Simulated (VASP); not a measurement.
Runs of VASP 6.6.1 on Zr. The structure is that of space group Im-3m (No. 229), or close to it. The cells are those of the table. This isn't the form of Zr at room conditions, which is hcp.

```csv
task,level,potentials or basis,spin,cell,gap on the mesh (eV),pressure (GPa)
single point,PBEsol,"VASP PAW PBE potentials, release 64 (Zr_sv)",off,"a = 3.135 Å, angles 109.5°, 1 atom",none,-6.7
electric field gradients,LDA,"VASP PAW LDA potentials, release 64 (Zr_sv)",off,"a = 3.135 Å, angles 109.5°, 1 atom",none,-9.5
single point,PBE,"VASP PAW PBE potentials, release 64 (Zr_sv)",off,"a = 3.186 Å, angles 109.5°, 1 atom",none,-6.6
single point,PBE,"VASP PAW PBE potentials, release 64 (Zr_sv)",off,"a = 3.161 Å, angles 109.5°, 1 atom",none,(b)
electric field gradients,PBE,"VASP PAW PBE potentials, release 64 (Zr_sv)",off,"a = 3.186 Å, angles 109.5°, 1 atom",none,-6.6
single point,PBE,"VASP PAW PBE potentials, release 64 (Zr_sv)","non-collinear, zero start, SOC","a = 3.135 Å, angles 109.5°, 1 atom",-,(a)
electric field gradients,r2SCAN,"VASP PAW PBE potentials, release 64 (Zr_sv)",off,"a = 3.135 Å, angles 109.5°, 1 atom",none,-2.7
```

Alike in all rows: k mesh 16 × 16 × 16; cutoff (eV) 520; smearing fermi-dirac 0.03 eV.

Q: Estimate the missing entries.

A: (a) -3.2; (b) -5.0.

Caveats: the cell stands under tension (at least some runs); the PAW data sets were made with another functional, which shifts forces and pressure a little (at least some runs).

A k mesh can miss the band edges, and rows without SOC leave out spin-orbit coupling on Zr.

A gap of «none» marks levels without a gap at the run's occupations.
